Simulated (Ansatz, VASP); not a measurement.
Given: the input of a run of Ansatz 0.2.0 on As.

input

```
crystal:
  lattice:
    - [2.70368174, 0.0, 0.0]
    - [0.0, 2.70368174, 0.0]
    - [0.0, 0.0, 5.40736349]
  atoms:
    - { symbol: As, position: [0.41748838, 0.48464351, 0.24297178] }
    - { symbol: As, position: [0.58251162, 0.51535649, 0.75702822] }
hamiltonian:
  xc:
    exchange: pbe
    correlation: pbe
    exx: { coeff: 0.25, omega: 0.15 }
  pseudopotentials: { kind: paw }
kpoints:
  mp_grid: { grid: [5, 5, 3] }
scf:
  occupations: { method: fermi_dirac, width: 0.05 }
output:
  forces: true
  stress: true
  eigenvalues: true
```

**Question.** Translate it to VASP 6.6.1. Potentials there: VASP PAW PBE potentials, release 64 (As).

**Answer.** As run (the cutoff follows the program's own potentials):

File POSCAR:

```
As
1.0
    2.7036817400      0.0000000000      0.0000000000
    0.0000000000      2.7036817400      0.0000000000
    0.0000000000      0.0000000000      5.4073634900
As
2
Direct
    0.4174883800      0.4846435100      0.2429717800
    0.5825116200      0.5153564900      0.7570282200
```

File INCAR.step1:

```
SYSTEM = As
PREC = Accurate ; ENCUT = 520
EDIFF = 1E-5 ; ISMEAR = -1
SIGMA = 0.05 ; LREAL = .False.
LASPH = .True. ; NELM = 60
ALGO = Normal ; ISIF = 2
LWAVE = .True. ; LCHARG = .False.
NBANDS = 12 ; GGA = PE
```

File INCAR.step2:

```
SYSTEM = As
PREC = Accurate ; ENCUT = 520
EDIFF = 1E-6 ; ISMEAR = -1
SIGMA = 0.05 ; LREAL = .False.
LASPH = .True. ; NELM = 60
ALGO = Normal ; ISIF = 2
LWAVE = .False. ; LCHARG = .False.
GGA = PE ; LHFCALC = .True.
AEXX = 0.25 ; HFSCREEN = 0.15
PRECFOCK = Normal ; NBANDS = 12
ISTART = 1
```

File KPOINTS:

```
Automatic mesh
0
Gamma
  5 5 3
  0 0 0
```

Potentials or basis: VASP PAW PBE potentials, release 64 (As).

Command:

```console
$ cat potpaw_PBE.64/As/POTCAR > POTCAR
$ cp INCAR.step1 INCAR
$ mpirun -np 1 vasp_std > vasp.out
$ cp INCAR.step2 INCAR
$ mpirun -np 1 vasp_std > vasp.out
```

Both were run:

|  | VASP | Ansatz | Ansatz less VASP |
| --- | --- | --- | --- |
| gap on the k mesh at the Fermi level (eV) | none | none | - |
| pressure (GPa) | -2.5 | -2.0 | +0.56 |
| traceless stress, the component that is largest in VASP (GPa) | -7.11 | -7.21 | -0.095 |
| rms of the force components (eV/Å) | 0.185 | 0.178 | -0.0070 |

VASP's potentials were made for PBE, not for PBE-based screened hybrid. Atom by atom the forces differ by 0.007 eV/Å (rms over components). A gap of «none» marks a metal or a gap that the smearing closes. With one functional, cell and mesh, what is left measures potentials, basis and numerics. VASP's potentials hold 10 valence electrons a cell and Ansatz's 30, so a difference there can come from the potentials and not from the codes.

The k mesh is coarse, so the values compare programs but aren't converged.
